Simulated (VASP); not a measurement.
# C (P6_3/mmc) in VASP: further runs

Runs on C. Level: PBE. Tasks: single point, relaxation of cell and atoms.

Everything below comes from runs of VASP 6.6.1. Logs are shortened: lines on timing, memory, paths and dates and some standing lists are left out, and cuts for length are marked.

## 1. The cell of the first run

Symmetry: P6_3/mmc, No. 194, hexagonal system. The conventional cell has a = 1.764 Å, b = 1.764 Å, c = 8.411 Å, α = 90.00°, β = 90.00°, γ = 120.00°. Within 2.3 Å of C (site symmetry -6m2) lie 6 C at 1.76 Å.

## 2. Single point, PBE (volume scaled by 1.08)

Input file INCAR:

```
SYSTEM = C
PREC = Accurate
ENCUT = 520
EDIFF = 1E-6
ISMEAR = -1
SIGMA = 0.1
LREAL = .FALSE.
LASPH = .TRUE.
NELM = 80
ALGO = Normal
ISIF = 2
LWAVE = .FALSE.
LCHARG = .TRUE.
GGA = PE
LELF = .TRUE.
LVHAR = .TRUE.
NBANDS = 11
```

Input file KPOINTS:

```
regular mesh
0
G
  23 23 5
  0 0 0
```

Input file POSCAR:

```
C
1.0
    1.7641703154      0.0000000000      0.0000000000
   -0.8820851577      1.5278163098      0.0000000000
    0.0000000000      0.0000000000      8.4113910678
C
2
Direct
    0.3333333333      0.6666666667      0.2500000000
    0.6666666667      0.3333333333      0.7500000000
```

Potentials or basis: VASP PAW PBE potentials, release 64 (C).

Started as:

```
$ cat potpaw_PBE.64/C/POTCAR > POTCAR
$ mpirun -np 1 vasp_std > vasp.out
```

OUTCAR:

```text
SYSTEM = C
   PREC = Accurate
   ENCUT = 520
   EDIFF = 1E-6
   ISMEAR = -1
   LREAL = .FALSE.
   LASPH = .TRUE.
   NELM = 80
   ISIF = 2
   GGA = PE

 ion  position               nearest neighbor table
   1  0.333  0.667  0.250-
   2  0.667  0.333  0.750-

  LATTYP: Found a hexagonal cell.
 ALAT       =     1.7641703154
 C/A-ratio  =     4.7679019392

  Lattice vectors:

 A1 = (   1.7641703154,   0.0000000000,   0.0000000000)
 A2 = (  -0.8820851577,   1.5278163098,   0.0000000000)
 A3 = (   0.0000000000,   0.0000000000,   8.4113910678)

Analysis of symmetry for initial positions (statically):
=====================================================================
 Subroutine PRICEL returns:
 Original cell was already a primitive cell.

 Routine SETGRP: Setting up the symmetry group for a
 hexagonal supercell.

 Subroutine GETGRP returns: Found 24 space group operations
 (whereof 12 operations were pure point group operations)
 out of a pool of 24 trial point group operations.

The static configuration has the point symmetry D_3d.
 The point group associated with its full space group is D_6h.

Analysis of symmetry for dynamics (positions and initial velocities):
=====================================================================
 Subroutine PRICEL returns:
 Original cell was already a primitive cell.

 Routine SETGRP: Setting up the symmetry group for a
 hexagonal supercell.

 Subroutine GETGRP returns: Found 24 space group operations
 (whereof 12 operations were pure point group operations)
 out of a pool of 24 trial point group operations.

The dynamic configuration has the point symmetry D_3d.
 The point group associated with its full space group is D_6h.

 Subroutine INISYM returns: Found 24 space group operations
 (whereof 12 operations are pure point group operations),
 and found     1 'primitive' translations

----------------------------------------------------------------------------------------

                                     Primitive cell

  volume of cell :      22.6715

  direct lattice vectors                    reciprocal lattice vectors
     1.764170315  0.000000000  0.000000000     0.566838695  0.327264473  0.000000000
    -0.882085158  1.527816310  0.000000000     0.000000000  0.654528947  0.000000000
     0.000000000  0.000000000  8.411391068     0.000000000  0.000000000  0.118886400

  length of vectors
     1.764170315  1.764170315  8.411391068     0.654528947  0.654528947  0.118886400

[... 86 lines left out ...]
   ISIF   =      2    stress and relaxation
   ISYM   =      2    0-nonsym 1-usesym 2-fastsym
   POTIM  = 0.5000    time-step for ionic-motion
   TEBEG  =    0.0;   TEEND  =   0.0 temperature during run
   PSTRESS=    0.0 pullay stress
   NELECT =       8.0000    total number of electrons
   NUPDOWN=      -1.0000    fix difference up-down
   EMIN   =  10.00;   EMAX   =-10.00  energy-range for DOS
   EFERMI =   0.00;   METHOD = LEGACY
   ISMEAR =    -1;   SIGMA  =   0.10  broadening in eV -4-tet -1-fermi 0-gaus
   EFERMI_NEDOS =   21; number of points for ismear=-14 and -15
   IALGO  =     38    algorithm
   IMIX   =      4    mixing-type and parameters
     AMIX     =   0.40;   BMIX     =  1.00
     AMIX_MAG =   1.60;   BMIX_MAG =  1.00
  volume/ion in A,a.u.               =      11.34        76.50
  Fermi-wavevector in a.u.,A,eV,Ry     =   1.156853  2.186136 18.208811  1.338310
  Thomas-Fermi vector in A             =   2.293470
   LORBIT       =      0    0 simple, 1 ext, 2 COOP (PROOUT), +10 PAW based schemes
   GGA     = PE    functional components
   LHFCALC =     F    Hartree Fock is set to
   AEXX    =    0.0000 exact exchange contribution
   IVDW    =     0    specifies the selected vdW correction
   LEPSILON=     F    determine dielectric tensor
   LRPA    =     F    only Hartree local field effects (RPA)
 non-spin polarized calculation
  energy-cutoff  :      520.00
  volume of cell :       22.67
 maximum number of plane-waves:       632
 NGX is ok and might be reduce to    14
   NGX =  7   NGY =  7   NGZ = 31

 number of electron       8.0000000 magnetization

 Free energy of the ion-electron system (eV)
  ---------------------------------------------------
  ext. energy  EPLUGINS =         0.00000000
  ---------------------------------------------------
  free energy    TOTEN  =       -10.55837554 eV

  energy without entropy =      -10.53344527  energy(sigma->0) =      -10.54591040

 E-fermi :   3.2224     XC(G=0):  -9.1096

 val. band max:        3.1836321609   @ k =   0.2174   0.2174   0.0000
 cond. band min:       3.2245223719   @ k =   0.2609   0.1739   0.2000
 fundamental gap:      0.0408902110
 Fermi energy:         3.2224304769

 k-point     1 :       0.0000    0.0000    0.0000
  band No.  band energies     occupation
      1     -16.9978      2.00000
      2     -16.9603      2.00000
      3      -4.7493      2.00000
      4      -4.2190      2.00000
      5       6.3586      0.00000
      6      10.0881      0.00000
      7      13.7471      0.00000
      8      18.2447      0.00000
      9      18.2447      0.00000
     10      18.2470      0.00000
     11      18.2470      0.00000
[... 309 lines left out ...]
 k-point    24 :       0.0870    0.0870    0.0000
  band No.  band energies     occupation
      1     -15.8880      2.00000
      2     -15.8533      2.00000
      3      -3.4447      2.00000
      4      -2.9363      2.00000
      5       7.6707      0.00000
      6      11.4011      0.00000
      7      13.6929      0.00000
      8      15.2269      0.00000
      9      16.1376      0.00000
     10      16.1385      0.00000
     11      16.7408      0.00000

 [... further k-points ...]

------------------------ aborting loop because EDIFF is reached ----------------------------------------

  FORCE on cell =-STRESS in cart. coord.  units (eV):
  Direction    XX          YY          ZZ          XY          YZ          ZX
  --------------------------------------------------------------------------------------
  -------------------------------------------------------------------------------------
  Total       -0.9138057     -0.9138057     -0.0310101     -0.0000000     -0.0000000      0.0000000
  in kB      -64.5780570    -64.5780570     -2.1914625     -0.0000000     -0.0000000      0.0000000
  external PRESSURE =     -43.7825255 kB  Pullay stress =       0.0000000 kB

 VOLUME and BASIS-vectors are now :
 -----------------------------------------------------------------------------
  energy-cutoff  :      520.00
  volume of cell :       22.67
      direct lattice vectors                 reciprocal lattice vectors
     1.764170315  0.000000000  0.000000000     0.566838695  0.327264473  0.000000000
    -0.882085158  1.527816310  0.000000000     0.000000000  0.654528947  0.000000000
     0.000000000  0.000000000  8.411391068     0.000000000  0.000000000  0.118886400

 POSITION                                       TOTAL-FORCE (eV/Angst)
 -----------------------------------------------------------------------------------
     -0.00000      1.01854      2.10285         0.000000     -0.000000      0.000000
      0.88209      0.50927      6.30854        -0.000000      0.000000      0.000000
 -----------------------------------------------------------------------------------
    total drift:                               -0.000000      0.000000      0.000000

  FREE ENERGIE OF THE ION-ELECTRON SYSTEM (eV)
  ---------------------------------------------------
  free  energy   TOTEN  =       -10.5583755363 eV

  energy  without entropy=      -10.5334452713  energy(sigma->0) =      -10.54591040
```

OSZICAR:

```text
N       E                     dE             d eps       ncg     rms          rms(c)
DAV:   1     0.164558745514E+02    0.16456E+02   -0.43053E+03  3755   0.643E+02
DAV:   2    -0.975752681438E+01   -0.26213E+02   -0.24919E+02  5185   0.121E+02
DAV:   3    -0.106594634959E+02   -0.90194E+00   -0.88223E+00  4428   0.186E+01
DAV:   4    -0.106648455892E+02   -0.53821E-02   -0.53804E-02  4303   0.181E+00
DAV:   5    -0.106648725413E+02   -0.26952E-04   -0.26951E-04  4307   0.124E-01    0.246E+00
DAV:   6    -0.105848367989E+02    0.80036E-01   -0.54324E-02  3852   0.126E+00    0.146E+00
DAV:   7    -0.105574485976E+02    0.27388E-01   -0.83059E-02  3796   0.149E+00    0.265E-01
DAV:   8    -0.105583259030E+02   -0.87731E-03   -0.25489E-03  3844   0.340E-01    0.265E-02
DAV:   9    -0.105583334252E+02   -0.75222E-05   -0.70185E-05  4167   0.556E-02    0.203E-02
DAV:  10    -0.105583761187E+02   -0.42694E-04   -0.57719E-05  3768   0.508E-02    0.577E-03
DAV:  11    -0.105583755363E+02    0.58242E-06   -0.45404E-07  3240   0.481E-03
   1 F= -.10558376E+02 E0= -.10545910E+02  d E =-.249303E-01
```

Wall time 22 s (1 thread of Intel Xeon Platinum 8488C (Sapphire Rapids), shared host); peak memory 0.14 GiB.

What came out:

| Property | Result |
| --- | --- |
| Free energy | -10.5584 eV |
| Pressure | -4.4 GPa |
| Band gap on the k mesh | zero (band 4 reaches 3.97 eV, above the bottom of band 5 at 2.90 eV) |

Levels at points of the mesh, in eV from the Fermi level:
```tsv
k point	band 1	band 2	band 3	band 4	band 5	band 6	band 7	band 8	band 9
(0.00, 0.00, 0.00)	-20.22	-20.18	-7.97	-7.44	3.14	6.87	10.52	15.02	15.02
```

Caveat: the cell differs from its parent crystal (volume scaled by 1.08); this functional lacks dispersion, which binds the layers, so the pressure and a relaxed spacing across them are unreliable.

## 3. Single point, PBE (volume scaled by 1.12)

Input file INCAR:

```
SYSTEM = C
PREC = Accurate ; ENCUT = 520
EDIFF = 1E-6 ; ISMEAR = -1
SIGMA = 0.1 ; LREAL = .FALSE.
LASPH = .TRUE. ; NELM = 60
ALGO = Normal ; ISIF = 2
LWAVE = .FALSE. ; LCHARG = .FALSE.
GGA = PE ; NBANDS = 11
```

Input file KPOINTS:

```
Automatic mesh
0
G
  23 23 5
  0 0 0
```

Input file POSCAR:

```
C
1.0
    1.7856867081      0.0000000000      0.0000000000
   -0.8928433540      1.5464500525      0.0000000000
    0.0000000000      0.0000000000      8.5139791182
C
2
Direct
    0.3333333333      0.6666666667      0.2500000000
    0.6666666667      0.3333333333      0.7500000000
```

Potentials or basis: VASP PAW PBE potentials, release 64 (C).

Started as:

```
$ cat potpaw_PBE.64/C/POTCAR > POTCAR
$ mpirun -np 1 vasp_std > vasp.out
```

It took 19 s on 1 thread of Intel Xeon Platinum 8488C (Sapphire Rapids), shared host; peak memory 0.14 GiB.

Results (log left out):

- Free energy: -10.5311 eV
- Pressure: -6.4 GPa
- Band gap on the k mesh: zero (band 4 reaches 3.60 eV, above the bottom of band 5 at 2.26 eV)

Stress tensor (GPa, compression positive):
```
-9.51  0.00  0.00
 0.00 -9.51  0.00
 0.00  0.00 -0.19
```

Levels at points of the mesh, in eV from the Fermi level:
| k point | band 1 | band 2 | band 3 | band 4 | band 5 | band 6 | band 7 | band 8 |
| --- | --- | --- | --- | --- | --- | --- | --- | --- |
| (0.00, 0.00, 0.00) | -19.77 | -19.74 | -7.63 | -7.13 | 3.28 | 6.89 | 10.48 | 14.50 |

Caveat: the cell differs from its parent crystal (volume scaled by 1.12); this functional lacks dispersion, which binds the layers, so the pressure and a relaxed spacing across them are unreliable.

## 4. Relaxation of cell and atoms, PBE

This run uses another cell than the first one, of 6.62 Å³/atom, 0.584 times its volume.

Input file INCAR:

```
SYSTEM = C
  PREC = Accurate
  ENCUT = 600
  EDIFF = 1E-6
  ISMEAR = -1
  SIGMA = 0.1
  LREAL = .False.
  LASPH = .True.
  NELM = 80
  ALGO = Normal
  ISIF = 3
  LWAVE = .False.
  LCHARG = .False.
  GGA = PE
  IBRION = 2
  NSW = 80
  EDIFFG = -0.01
```

Input file KPOINTS:

```
Automatic mesh
0
Gamma
  17 17 9
  0 0 0
```

Input file POSCAR:

```
C
1.0
    2.1071951087      0.0000000000      0.0000000000
   -1.0535975543      1.8248844949      0.0000000000
    0.0000000000      0.0000000000      3.4410496125
C
2
Direct
    0.3333333333      0.6666666667      0.2500000000
    0.6666666667      0.3333333333      0.7500000000
```

Started as:

```
$ cat potpaw_PBE.64/C/POTCAR > POTCAR
$ mpirun -np 1 vasp_std > vasp.out
```

Wall time 3.3 min (1 thread of Intel Xeon Platinum 8488C (Sapphire Rapids), shared host); peak memory 0.12 GiB.

It converged, with:

| Quantity | Value |
| --- | --- |
| Free energy | -10.2119 eV |
| Relaxed volume | 6.83 Å³/atom |
| Relaxed cell | a = 1.716 Å, b = 1.716 Å, c = 5.352 Å, α = 90.00°, β = 90.00°, γ = 120.00° |
| Space group after relaxing (to 0.05 Å) | P6_3/mmc (No. 194) |
| Energy gained by relaxing | 371.6 meV/atom |
| Ionic steps | 31 |
| Pressure after relaxing | -0.1 GPa |
| Band gap on the k mesh | zero (band 4 reaches 9.80 eV, above the bottom of band 5 at 7.51 eV) |

Step by step:
```csv
step,energy change (eV),largest force (eV/Å),pressure (GPa),volume (Å³)
1,0.0000,0.0000,8.54,13.23
2,-0.0199,0.0000,0.13,13.92
3,-0.0199,0.0000,-0.28,13.96
4,-0.0205,0.0000,-0.17,13.94
5,-0.0210,0.0000,0.03,13.92
6,-0.0228,0.0000,0.45,13.88
7,-0.0385,0.0000,1.41,13.78
8,-0.0905,0.0000,4.14,13.56
9,-0.1975,0.0000,11.19,13.02
10,-0.3793,0.0000,31.81,11.62
11,12.9522,0.0000,725.51,7.97
12,-0.3964,0.0000,35.67,11.50
13,0.3831,0.0000,127.02,10.38
14,-0.3971,0.0000,45.86,11.32
15,-0.3812,0.0000,51.78,11.22
16,-0.3969,0.0000,50.01,11.27
17,-0.4412,0.0000,44.88,11.42
18,-0.5174,0.0000,35.20,11.72
19,-0.6232,0.0000,18.50,12.33
20,-0.7029,0.0000,1.61,13.62
21,-0.7051,0.0000,-0.33,13.85
22,-0.7052,0.0000,-0.92,13.92
23,-0.7118,0.0000,-1.28,13.93
24,-0.7265,0.0000,-2.05,13.96
25,-0.7379,0.0000,-4.18,14.02
26,-0.7379,0.0000,-3.97,14.01
27,-0.7415,0.0000,-2.49,13.84
28,-0.7427,0.0000,-0.53,13.71
29,-0.7427,0.0000,-0.46,13.70
30,-0.7430,0.0000,-0.25,13.67
31,-0.7432,0.0000,-0.09,13.65
```

Final structure:
```
CELL_PARAMETERS angstrom
1.71615 0.00000 0.00000
-0.85808 1.48623 0.00000
0.00000 0.00000 5.35223
ATOMIC_POSITIONS crystal
C 0.33333 0.66667 0.25000
C 0.66667 0.33333 0.75000
```

Levels at points of the mesh, in eV from the Fermi level:
```tsv
k point	band 2	band 3	band 4	band 5	band 6	band 7
(0.00, 0.00, 0.00)	-20.79	-10.98	-5.43	6.25	16.12	16.18
```

(Part 1 of 2 ends here.)
